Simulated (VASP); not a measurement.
A run of VASP 6.6.1 is set up as follows.

Contents of INCAR:

```
SYSTEM = BAs
PREC = Accurate
ENCUT = 520
EDIFF = 1E-8
ISMEAR = 0
SIGMA = 0.01
LREAL = .False.
LASPH = .True.
NELM = 60
ALGO = Normal
ISIF = 2
LWAVE = .False.
LCHARG = .False.
GGA = PS
NBANDS = 11
IBRION = 8
NSW = 1
LEPSILON = .True.
```

KPOINTS

```
Automatic mesh
0
Gamma
  10 10 10
  0 0 0
```

POSCAR

```
BAs
1.0
    0.0000000000      2.3141226513      2.3141226513
    2.3141226513      0.0000000000      2.3141226513
    2.3141226513      2.3141226513      0.0000000000
B As
1 1
Direct
    0.0000000000      0.0000000000      0.0000000000
    0.7500000000      0.7500000000      0.7500000000
```

Potentials or basis: VASP PAW PBE potentials, release 64 (B, As).

The run is started by

```bash
$ cat potpaw_PBE.64/B/POTCAR potpaw_PBE.64/As/POTCAR > POTCAR
$ mpirun -np 1 vasp_std > vasp.out
```

Problem. Predict the electronic dielectric tensor (diagonal).

Solution. 9.66.

Problem. Estimate the Born charges (mean of the diagonal).

Solution. B -0.79; As +0.79 e.

Problem. Estimate the highest phonon frequency at Γ, LO-TO splitting left out.

Solution. 761 cm⁻¹.

Born effective charge tensors (e):
atom 1, B
```
-0.79  0.00  0.00
 0.00 -0.79  0.00
 0.00  0.00 -0.79
```
atom 2, As
```
0.79 0.00 0.00
0.00 0.79 0.00
0.00 0.00 0.79
```

Caveat: the cell wasn't relaxed at this level first, which shifts response properties.
